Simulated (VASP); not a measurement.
# Nb (I4/mmm) in VASP: a series of runs

Nb is run at these levels: PBE; tasks: single point.

All numbers are computed with VASP 6.6.1; they aren't measurements. Logs are shortened: lines on timing, memory, paths and dates and some standing lists are left out, and cuts for length are marked.

## Step 1: The cell of the first run

The structure is tetragonal, space group I4/mmm (No. 139). The conventional cell has a = 3.278 Å, b = 3.278 Å, c = 3.228 Å, α = 90.00°, β = 90.00°, γ = 90.00°. Within 3.7 Å of Nb (site symmetry 4/mmm) lie 14 Nb at 2.82 to 3.28 Å.

## Step 2: Single point, PBE (strain -0.015 along x and y, -0.030 along z)

INCAR reads:

```
ALGO = Fast
EDIFF = 1E-6
ENCUT = 520
GGA = PE
ISIF = 2
ISMEAR = 0
LASPH = T
LCHARG = F
LREAL = F
LWAVE = F
NBANDS = 12
NELM = 80
PREC = Accurate
SIGMA = 0.15
```

KPOINTS reads:

```
k-points
0
Gamma
  20 20 20
```

POSCAR reads:

```
Nb
1.0
   -1.6389907500      1.6389907500      1.6140315000
    1.6389907500     -1.6389907500      1.6140315000
    1.6389907500      1.6389907500     -1.6140315000
Nb
1
Direct
    0.0000000000      0.0000000000      0.0000000000
```

Potentials or basis: VASP PAW PBE potentials, release 64 (Nb_sv).

Started as:

```console
$ cat potpaw_PBE.64/Nb_sv/POTCAR > POTCAR
$ mpirun -np 1 vasp_std > vasp.out
```

OUTCAR:

```text
EDIFF = 1E-6
   ENCUT = 520
   GGA = PE
   ISIF = 2
   ISMEAR = 0
   LASPH = T
   LREAL = F
   NELM = 80
   PREC = Accurate

 ion  position               nearest neighbor table
   1  0.000  0.000  0.000-

  LATTYP: Found a body centered tetragonal cell.
 ALAT       =     3.2779815000
 C/A-ratio  =     0.9847715736

  Lattice vectors:

 A1 = (  -1.6389907500,   1.6389907500,   1.6140315000)
 A2 = (   1.6389907500,  -1.6389907500,   1.6140315000)
 A3 = (   1.6389907500,   1.6389907500,  -1.6140315000)

Analysis of symmetry for initial positions (statically):
=====================================================================
 Subroutine PRICEL returns:
 Original cell was already a primitive cell.

 Routine SETGRP: Setting up the symmetry group for a
 body centered tetragonal supercell.

 Subroutine GETGRP returns: Found 16 space group operations
 (whereof 16 operations were pure point group operations)
 out of a pool of 16 trial point group operations.

The static configuration has the point symmetry D_4h.

Analysis of symmetry for dynamics (positions and initial velocities):
=====================================================================
 Subroutine PRICEL returns:
 Original cell was already a primitive cell.

 Routine SETGRP: Setting up the symmetry group for a
 body centered tetragonal supercell.

 Subroutine GETGRP returns: Found 16 space group operations
 (whereof 16 operations were pure point group operations)
 out of a pool of 16 trial point group operations.

The dynamic configuration has the point symmetry D_4h.

 Subroutine INISYM returns: Found 16 space group operations
 (whereof 16 operations are pure point group operations),
 and found     1 'primitive' translations

----------------------------------------------------------------------------------------

                                     Primitive cell

  volume of cell :      17.3430

  direct lattice vectors                    reciprocal lattice vectors
    -1.638990750  1.638990750  1.614031500     0.000000000  0.305065785  0.309783297
     1.638990750 -1.638990750  1.614031500     0.305065785  0.000000000  0.309783297
     1.638990750  1.638990750 -1.614031500     0.305065785  0.305065785  0.000000000

  length of vectors
     2.824478543  2.824478543  2.824478543     0.434776753  0.434776753  0.431428171

  position of ions in fractional coordinates (direct lattice)
     0.000000000  0.000000000  0.000000000

  ion indices of the primitive-cell ions
   primitive index   ion index
                 1           1

----------------------------------------------------------------------------------------

 KPOINTS: k-points

Automatic generation of k-mesh.
 Grid dimensions read from file:
 generate k-points for:   20   20   20

 Generating k-lattice:

  Cartesian coordinates                     Fractional coordinates (reciprocal lattice)
     0.000000000  0.015253289  0.015489165     0.050000000  0.000000000  0.000000000
     0.015253289  0.000000000  0.015489165     0.000000000  0.050000000  0.000000000
     0.015253289  0.015253289  0.000000000     0.000000000  0.000000000  0.050000000

  Length of vectors
     0.021738838  0.021738838  0.021571409

  Shift w.r.t. Gamma in fractional coordinates (k-lattice)
     0.000000000  0.000000000  0.000000000

 Subroutine IBZKPT returns following result:
 ===========================================

 Found    641 irreducible k-points:

 Following reciprocal coordinates:
            Coordinates               Weight
  0.000000  0.000000  0.000000      1.000000
  0.050000  0.000000  0.000000      8.000000
  0.100000  0.000000  0.000000      8.000000
  0.150000  0.000000  0.000000      8.000000
  0.200000  0.000000  0.000000      8.000000
  0.250000  0.000000  0.000000      8.000000
[... 16 lines left out ...]
 -0.400000  0.050000 -0.000000     16.000000
 -0.350000  0.050000 -0.000000     16.000000
 [... further k-points ...]
   k-points           NKPTS =    641   k-points in BZ     NKDIM =    641   number of bands    NBANDS=     12
   number of dos      NEDOS =    301   number of ions     NIONS =      1
   total plane-waves  NPLWV =  13824
   dimension x,y,z NGX =    24 NGY =   24 NGZ =   24
   dimension x,y,z NGXF=    48 NGYF=   48 NGZF=   48
   ions per type =               1
   NGX,Y,Z   is equivalent  to a cutoff of  14.13, 14.13, 14.13 a.u.
   NGXF,Y,Z  is equivalent  to a cutoff of  28.25, 28.25, 28.25 a.u.
 SYSTEM =  unknown system
   PREC   = accura    normal or accurate (medium, high low for compatibility)
   ISTART =      0    job   : 0-new  1-cont  2-samecut
   ICHARG =      2    charge: 1-file 2-atom 10-const
   ISPIN  =      1    spin polarized calculation?
   LNONCOLLINEAR =      F non collinear calculations
   LSORBIT =      F    spin-orbit coupling
   LASPH  =      T    aspherical Exc in radial PAW
   ENCUT  =  520.0 eV  38.22 Ry    6.18 a.u.   5.25  5.25  5.25*2*pi/ulx,y,z
   NELM   =     80;   NELMIN=  2; NELMDL= -5     # of ELM steps
   EDIFF  = 0.1E-05   stopping-criterion for ELM
   LREAL  =      F    real-space projection
   EDIFFG = 0.1E-04   stopping-criterion for IOM
   NSW    =      0    number of steps for IOM
   IBRION =     -1    ionic relax: 0-MD 1-quasi-New 2-CG
   NFREE  =      0    steps in history (QN), initial steepest desc. (CG)
   ISIF   =      2    stress and relaxation
   ISYM   =      2    0-nonsym 1-usesym 2-fastsym
   POTIM  = 0.5000    time-step for ionic-motion
   TEBEG  =    0.0;   TEEND  =   0.0 temperature during run
   PSTRESS=    0.0 pullay stress
   NELECT =      13.0000    total number of electrons
   NUPDOWN=      -1.0000    fix difference up-down
   EMIN   =  10.00;   EMAX   =-10.00  energy-range for DOS
   EFERMI =   0.00;   METHOD = LEGACY
   ISMEAR =     0;   SIGMA  =   0.15  broadening in eV -4-tet -1-fermi 0-gaus
   EFERMI_NEDOS =   21; number of points for ismear=-14 and -15
   IALGO  =     68    algorithm
   IMIX   =      4    mixing-type and parameters
     AMIX     =   0.40;   BMIX     =  1.00
     AMIX_MAG =   1.60;   BMIX_MAG =  1.00
  volume/ion in A,a.u.               =      17.34       117.04
  Fermi-wavevector in a.u.,A,eV,Ry     =   1.487125  2.810260 30.089858  2.211542
  Thomas-Fermi vector in A             =   2.600325
   LORBIT       =      0    0 simple, 1 ext, 2 COOP (PROOUT), +10 PAW based schemes
   GGA     = PE    functional components
   LHFCALC =     F    Hartree Fock is set to
   AEXX    =    0.0000 exact exchange contribution
   IVDW    =     0    specifies the selected vdW correction
   LEPSILON=     F    determine dielectric tensor
   LRPA    =     F    only Hartree local field effects (RPA)
 non-spin polarized calculation
 RMM-DIIS sequential band-by-band and
 Gauss-broadening in eV      SIGMA  =   0.15
  energy-cutoff  :      520.00
  volume of cell :       17.34
 maximum number of plane-waves:       482
 NGX is ok and might be reduce to    24
   NGX = 11   NGY = 11   NGZ = 11

 number of electron      13.0000001 magnetization

 Free energy of the ion-electron system (eV)
  ---------------------------------------------------
  ext. energy  EPLUGINS =         0.00000000
  ---------------------------------------------------
  free energy    TOTEN  =       -10.20508182 eV

  energy without entropy =      -10.18939776  energy(sigma->0) =      -10.19723979

 E-fermi :  11.7272     XC(G=0): -12.6964

 val. band max:       11.7241995297   @ k =  -0.0500   0.2000   0.0500
 cond. band min:      11.7279870785   @ k =   0.4000   0.2000   0.1000
 fundamental gap:      0.0037875488
 Fermi energy:        11.7272148820

 k-point     1 :       0.0000    0.0000    0.0000
  band No.  band energies     occupation
      1     -42.6042      2.00000
      2     -17.8153      2.00000
      3     -17.8153      2.00000
      4     -17.8146      2.00000
      5       5.7047      2.00000
      6      11.9534      0.03295
      7      12.1341      0.00012
      8      12.1341      0.00012
      9      14.9823      0.00000
     10      15.2297      0.00000
     11      25.9487      0.00000
     12      25.9519      0.00000

 k-point     2 :       0.0500    0.0000    0.0000
  band No.  band energies     occupation
      1     -42.5973      2.00000
      2     -17.8555      2.00000
      3     -17.8276      2.00000
      4     -17.8155      2.00000
      5       5.8142      2.00000
      6      11.9377      0.04717
      7      12.1168      0.00024
      8      12.1844      0.00002
      9      14.9481      0.00000
     10      15.1548      0.00000
     11      26.1102      0.00000
     12      26.1397      0.00000

 k-point     3 :       0.1000    0.0000    0.0000
  band No.  band energies     occupation
      1     -42.5774      2.00000
      2     -17.9722      2.00000
      3     -17.8633      2.00000
      4     -17.8171      2.00000
      5       6.1301      2.00000
      6      11.7697      0.68897
      7      12.0477      0.00251
      8      12.4671      0.00000
      9      14.7772      0.00000
     10      15.0847      0.00000
     11      26.4039      0.00000
     12      26.6932      0.00000
[... 286 lines left out ...]
 k-point    23 :      -0.4000    0.0500   -0.0000
  band No.  band energies     occupation
      1     -42.3579      2.00000
      2     -19.1233      2.00000
      3     -18.2387      2.00000
      4     -17.8492      2.00000
      5       8.0875      2.00000
      6      10.1580      2.00000
      7      12.6703      0.00000
      8      15.0999      0.00000
      9      15.7081      0.00000
     10      17.0997      0.00000
     11      24.4810      0.00000
     12      25.8788      0.00000

 k-point    24 :      -0.3500    0.0500   -0.0000
  band No.  band energies     occupation
      1     -42.3945      2.00000
      2     -18.9449      2.00000
      3     -18.1764      2.00000
      4     -17.8457      2.00000
      5       8.1264      2.00000
      6      10.3862      2.00000
      7      11.9906      0.01303
      8      14.8662      0.00000
      9      15.5413      0.00000
     10      16.1058      0.00000
     11      25.2297      0.00000
     12      26.9352      0.00000

 [... further k-points ...]
[... 5 lines left out ...]
  --------------------------------------------------------------------------------------
  -------------------------------------------------------------------------------------
  Total        0.7796440      0.7796440      0.9859412      0.0000000      0.0000000      0.0000000
  in kB       72.0247777     72.0247777     91.0828454      0.0000000      0.0000000      0.0000000
  external PRESSURE =      78.3774669 kB  Pullay stress =       0.0000000 kB

 VOLUME and BASIS-vectors are now :
 -----------------------------------------------------------------------------
  energy-cutoff  :      520.00
  volume of cell :       17.34
      direct lattice vectors                 reciprocal lattice vectors
    -1.638990750  1.638990750  1.614031500     0.000000000  0.305065785  0.309783297
     1.638990750 -1.638990750  1.614031500     0.305065785  0.000000000  0.309783297
     1.638990750  1.638990750 -1.614031500     0.305065785  0.305065785  0.000000000

 POSITION                                       TOTAL-FORCE (eV/Angst)
 -----------------------------------------------------------------------------------
      0.00000      0.00000      0.00000         0.000000      0.000000      0.000000
 -----------------------------------------------------------------------------------
    total drift:                                0.000000      0.000000      0.000000

  FREE ENERGIE OF THE ION-ELECTRON SYSTEM (eV)
  ---------------------------------------------------
  free  energy   TOTEN  =       -10.2050818243 eV

  energy  without entropy=      -10.1893977614  energy(sigma->0) =      -10.19723979
```

Wall time 1.9 min (1 thread of Intel Xeon 6975P-C (Granite Rapids), shared host); peak memory 0.24 GiB.

What came out:

* Free energy: -10.2051 eV
* Pressure: 7.8 GPa

Caveat: the cell differs from its parent crystal (strain -0.015 along x and y, -0.030 along z).

## Step 3: Single point, PBE (strain -0.030 along x and y, +0.015 along z)

INCAR reads:

```
SYSTEM = Nb
PREC     = Accurate       ! precision mode
ENCUT    = 520            ! plane-wave cutoff, eV
EDIFF    = 1E-6           ! SCF threshold, eV
ISMEAR   = 0              ! smearing method
SIGMA    = 0.15           ! smearing width, eV
LREAL    = .FALSE.        ! projectors in reciprocal space
LASPH    = .TRUE.         ! aspherical terms in the spheres
NELM     = 100            ! most SCF steps
ALGO     = Fast           ! electronic algorithm
ISIF     = 2              ! what is computed and relaxed
LWAVE    = .FALSE.        ! write WAVECAR
LCHARG   = .TRUE.         ! write CHGCAR
GGA      = PE             ! functional
LELF     = .TRUE.         ! ELF
LVHAR    = .TRUE.       
NBANDS   = 12             ! bands
```

KPOINTS reads:

```
regular mesh
0
G
  20 20 20
  0 0 0
```

POSCAR reads:

```
Nb
1.0
   -1.6140315000      1.6140315000      1.6889092500
    1.6140315000     -1.6140315000      1.6889092500
    1.6140315000      1.6140315000     -1.6889092500
Nb
1
Direct
    0.0000000000      0.0000000000      0.0000000000
```

Potentials or basis: VASP PAW PBE potentials, release 64 (Nb_sv).

Started as:

```console
$ cat potpaw_PBE.64/Nb_sv/POTCAR > POTCAR
$ mpirun -np 1 vasp_std > vasp.out
```

It took 90 s on 1 thread of Intel Xeon 6975P-C (Granite Rapids), shared host; peak memory 0.24 GiB.

It converged, with:

| Quantity | Value |
| --- | --- |
| Free energy | -10.2069 eV |
| Pressure | 5.2 GPa |

Stress tensor (GPa, compression positive):
```
7.10 0.00 0.00
0.00 7.10 0.00
0.00 0.00 1.26
```

Levels at points of the mesh, in eV from the Fermi level:
```
           k point  band 3  band 4  band 5  band 6  band 7  band 8  band 9  band 10
(0.00, 0.00, 0.00)  -29.60  -29.60   -6.00    0.20    0.20    0.70    2.97     3.65
(0.50, 0.00, 0.00)  -30.03  -29.60   -3.81   -1.55    2.28    3.02    4.11     6.49
(0.50, 0.50, 0.00)  -30.09  -29.65   -3.87   -2.09    2.62    3.83    4.31     6.62
(0.50, 0.50, 0.50)  -30.54  -30.54   -3.93   -3.81    5.65    5.81    5.81     8.56
```

Caveat: the cell differs from its parent crystal (strain -0.030 along x and y, +0.015 along z).
